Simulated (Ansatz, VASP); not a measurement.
Ta in VASP and in Ansatz

```xyz
8
Lattice="4.9456 0.0000 0.0000 -2.4728 4.3261 0.0000 0.0000 0.0000 8.3684" Properties=species:S:1:pos:R:3 pbc="T T T"
Ta   -0.7991    1.3981    0.0000
Ta    1.5983    0.0000    0.0000
Ta    1.6737    2.9280    0.0000
Ta   -1.6737    2.9280    4.1842
Ta    3.3473    0.0000    4.1842
Ta    0.7991    1.3981    4.1842
Ta    2.4728    1.4420    6.2763
Ta    0.0000    2.8840    2.0921
```

Change from the starting cell: strain -0.0050 x Voigt [1, -1, 0, 0, 0, 0], atoms carried along.

Alike in both runs: task single point; functional PBEsol; k mesh 12 × 12 × 6; occupations gaussian, width 0.15 eV; no spin polarisation.

|  | VASP | Ansatz |
| --- | --- | --- |
| version | VASP 6.6.1 | Ansatz 0.2.0 |
| potentials or method | VASP PAW PBE potentials, release 64 (Ta_pv), cutoff 520 eV | scalar-relativistic, plane waves, PAW |
| valence electrons in the cell | 88 | 104 |

|  | VASP | Ansatz | Ansatz less VASP |
| --- | --- | --- | --- |
| gap on the k mesh at the Fermi level (eV) | none | none | - |
| pressure (GPa) | 0.2 | 0.0 | -0.12 |
| traceless stress, the component that is largest in VASP (GPa) | -0.25 | -0.23 | +0.022 |
| rms of the force components (eV/Å) | 0.014 | 0.014 | -0.0002 |

VASP's potentials were made for PBE, not for PBEsol. Atom by atom the forces differ by 0.000 eV/Å (rms over components). A gap of «none» marks a metal or a gap that the smearing closes. VASP's potentials hold 88 valence electrons a cell and Ansatz's 104, so a difference there can come from the potentials and not from the codes.

Neither program's run includes spin-orbit coupling.
